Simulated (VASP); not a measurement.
Write the native input for VASP 6.6.1 that does the following.

```yaml
Task: single point
Functional: BLYP
Potentials_or_basis: VASP PAW PBE potentials, release 64 (Sr_sv)
Cutoff: 520 eV
k_mesh: 11 × 11 × 3
Occupations: fermi-dirac, width 0.1 eV
Spin: no spin polarisation
Dipole_correction: no
Further_INCAR_settings: ALGO = Normal; EDIFF = 1e-06; NBANDS = 28
```

The structure of Sr lies in POSCAR:

```
Sr
1.0
    4.3046997420      0.0000000000      0.0000000000
   -2.1523498710      3.7279793323      0.0000000000
    0.0000000000      0.0000000000     14.0603796174
Sr
4
Direct
    1.0000000000      1.0000000000      1.0000000000
    1.0000000000      0.0000000000      0.5000000000
    0.3333333333      0.6666666667      0.2500000000
    0.6666666667      0.3333333333      0.7500000000
```

This isn't the form of Sr at room conditions, which is fcc.

These files were run (other wordings do the same):

INCAR

```
AGGAC = 1.0
AGGAX = 1.0
ALDAC = 0.0
ALDAX = 1.0
ALGO = Normal
EDIFF = 1E-6
ENCUT = 520
GGA = B5
ISIF = 2
ISMEAR = -1
LASPH = T
LCHARG = F
LREAL = F
LWAVE = F
NBANDS = 28
NELM = 80
PREC = Accurate
SIGMA = 0.1
```

KPOINTS

```
k-points
0
Gamma
  11 11 3
```

Potentials or basis: VASP PAW PBE potentials, release 64 (Sr_sv).

Launch:

```console
$ cat potpaw_PBE.64/Sr_sv/POTCAR > POTCAR
$ mpirun -np 1 vasp_std > vasp.out
```

It gave:

```yaml
Pressure: 0.0 GPa
Band_gap_on_the_k_mesh: zero (bands 20 and 21 overlap by 0.08 eV)
```

Caveat: the PAW data sets were made with another functional, which shifts forces and pressure a little.

Wall time 6.6 min on 1 thread of Intel Xeon 8259CL, with other jobs on the host, peak memory 0.4 GiB.
